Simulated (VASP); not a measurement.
A run of VASP 6.6.1 is set up as follows.

The input INCAR:

```
PREC = Accurate
ENCUT = 500
EDIFF = 1E-6
ISMEAR = 0
SIGMA = 0.01
LREAL = F
LASPH = T
NELM = 120
ALGO = Normal
ISIF = 2
LWAVE = F
LCHARG = F
GGA = PE
NBANDS = 15
GGA_COMPAT = F
```

Contents of KPOINTS:

```
regular mesh
0
Gamma
  4 4 4
```

The input POSCAR:

```
CsI
1.0
    4.6081712226      0.0000000000      0.0000000000
    0.0000000000      4.6081712226      0.0000000000
    0.0000000000      0.0000000000      4.6081712226
Cs I
1 1
Direct
    0.0000000000      0.0000000000      0.0000000000
    0.5000000000      0.5000000000      0.5000000000
```

Potentials or basis: VASP PAW PBE potentials, release 64 (Cs_sv, I).

Command:

```console
$ cat potpaw_PBE.64/Cs_sv/POTCAR potpaw_PBE.64/I/POTCAR > POTCAR
$ mpirun -np 1 vasp_std > vasp.out
```

**Question.** What does it give for the band gap on the k mesh?

**Answer.** 3.79 eV (least direct gap 3.88 eV).

**Question.** Estimate the pressure.

**Answer.** 0.5 GPa.

Caveat: spin-orbit coupling is left out, which moves the levels of the heavy elements. A k mesh can miss the band edges.
